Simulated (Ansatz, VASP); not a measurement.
# MgO in VASP and in Ansatz

```
Mg O
1.0
     0.00000    2.16029    2.16029
     2.16029    0.00000    2.16029
     2.16029    2.16029    0.00000
Mg O
1 1
Direct
  0.02524 0.02524 0.97476
  0.46166 0.46166 0.53834
```

Change from the starting cell: mode 6 frozen in at -0.162 Å, equal normal strain along x, y and z +0.0250.

Alike in both runs: task single point; functional PBEsol; k mesh 10 × 10 × 10; occupations gaussian, width 0.05 eV; no spin polarisation.

|  | VASP | Ansatz |
| --- | --- | --- |
| version | VASP 6.6.1 | Ansatz 0.2.0 |
| potentials or method | VASP PAW PBE potentials, release 64 (Mg, O), cutoff 520 eV | scalar-relativistic, plane waves, PAW |
| valence electrons in the cell | 8 | 16 |

Ansatz gave:

```
gap on the k mesh at the Fermi level (eV)                     : 3.94
least direct gap on the mesh (eV)                             : 3.94
pressure (GPa)                                                : -3.9
traceless stress, the component that is largest in VASP (GPa) : 14.03
rms of the force components (eV/Å)                            : 0.955
```

Problem. Which values does VASP return?

Solution. gap on the k mesh at the Fermi level (eV): 3.93; least direct gap on the mesh (eV): 3.93; pressure (GPa): -4.4; traceless stress, the component that is largest in VASP (GPa): 14.29; rms of the force components (eV/Å): 0.968.

VASP's potentials were made for PBE, not for PBEsol, and Ansatz warns of the same on its side. Atom by atom the forces differ by 0.013 eV/Å (rms over components). VASP's potentials hold 8 valence electrons a cell and Ansatz's 16, so a difference there can come from the potentials and not from the codes.
